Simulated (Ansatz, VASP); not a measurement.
**Two plane-wave programs on FeAu**

```
Au Fe
1.0
     1.40227    0.80960    4.43946
    -1.40227    0.80960    4.43946
     0.00000   -1.61921    4.43946
Au Fe
1 1
Cartesian
  0.0000 0.0000 0.0000
  0.0000 0.0000 6.6592
```

Alike in both runs: task single point; functional PBE; k mesh 11 × 11 × 11; occupations fermi-dirac, width 0.05 eV; collinear spin.

|  | VASP | Ansatz |
| --- | --- | --- |
| version | VASP 6.6.1 | Ansatz 0.2.0 |
| potentials or method | VASP PAW PBE potentials, release 64 (Au, Fe) | Ansatz PAW |
| plane-wave cutoff (eV) | 520 | 420 |
| valence electrons in the cell | 19 | 35 |

Ansatz gave:

* gap on the k mesh at the Fermi level (eV): none
* pressure (GPa): 2.0
* traceless stress, the component that is largest in VASP (GPa): 0.92
* net moment per atom (μB): 1.44
* size of the moment on the site where the two differ most (μB): 2.90

What did VASP give for the same quantities?

gap on the k mesh at the Fermi level (eV): none; pressure (GPa): 1.7; traceless stress, the component that is largest in VASP (GPa): 0.90; net moment per atom (μB): 1.44; size of the moment on the site where the two differ most (μB): 2.86.

Site moments also hang on the region over which each program counts them. A gap of «none» marks a metal or a gap that the smearing closes. The functional is the same, so the differences come from potentials, cutoffs and numerics. VASP's potentials hold 19 valence electrons a cell and Ansatz's 35, so a difference there can come from the potentials and not from the codes.

Spin-orbit coupling is off throughout.
